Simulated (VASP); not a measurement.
Write the native input for VASP 6.6.1 that does the following.

```yaml
Task: single point
Functional: PBE
Dispersion: D3(BJ)
Potentials_or_basis: VASP PAW PBE potentials, release 64 (Se, In_d)
Cutoff: 520 eV
k_mesh: 12 × 12 × 1
Occupations: gaussian, width 0.02 eV
Spin: no spin polarisation
Dipole_correction: yes
Further_INCAR_settings: ALGO = Normal; EDIFF = 1e-06; NBANDS = 27
```

The structure of InSe lies in POSCAR:

```
InSe
1.0
    4.0266320647      0.0000000000      0.0000000000
   -2.0133160324      3.4174223465      0.0000000000
    0.0000000000      0.0000000000     36.7225669509
Se In
2 2
Direct
    0.3346735530      0.6693471059      0.4260957292
    0.3346735530      0.6693471059      0.5739042708
   -0.0013402196     -0.0026804392      0.4619756250
   -0.0013402196     -0.0026804392      0.5380243750
```

This cell differs from its parent crystal: strain along y -0.020, then relaxed in part.

The input as run:

INCAR

```
  PREC = Accurate
  ENCUT = 520
  EDIFF = 1E-6
  ISMEAR = 0
  SIGMA = 0.02
  LREAL = False
  LASPH = True
  NELM = 60
  ALGO = Normal
  ISIF = 2
  LWAVE = False
  LCHARG = False
  LDIPOL = True
  IDIPOL = 3
  DIPOL = 0.5 0.5 0.500
  GGA = PE
  IVDW = 12
  NBANDS = 27
```

KPOINTS

```
regular mesh
0
Gamma
  12 12 1
```

Potentials or basis: VASP PAW PBE potentials, release 64 (Se, In_d).

Command:

```bash
$ cat potpaw_PBE.64/Se/POTCAR potpaw_PBE.64/In_d/POTCAR > POTCAR
$ mpirun -np 1 vasp_std > vasp.out
```

Results of the run:

```
Largest force              : 0.017 eV/Å
Band gap on the k mesh     : 1.78 eV (least direct gap 1.86 eV)
Dispersion energy per atom : -0.226 eV
```

Caveat: the cell differs from its parent crystal (strain along y -0.020, then relaxed in part); spin-orbit coupling is left out, which moves the levels of the heavy elements.

Wall time 25 min on 1 thread of Intel Xeon 8259CL (shared host), peak memory 0.87 GiB.
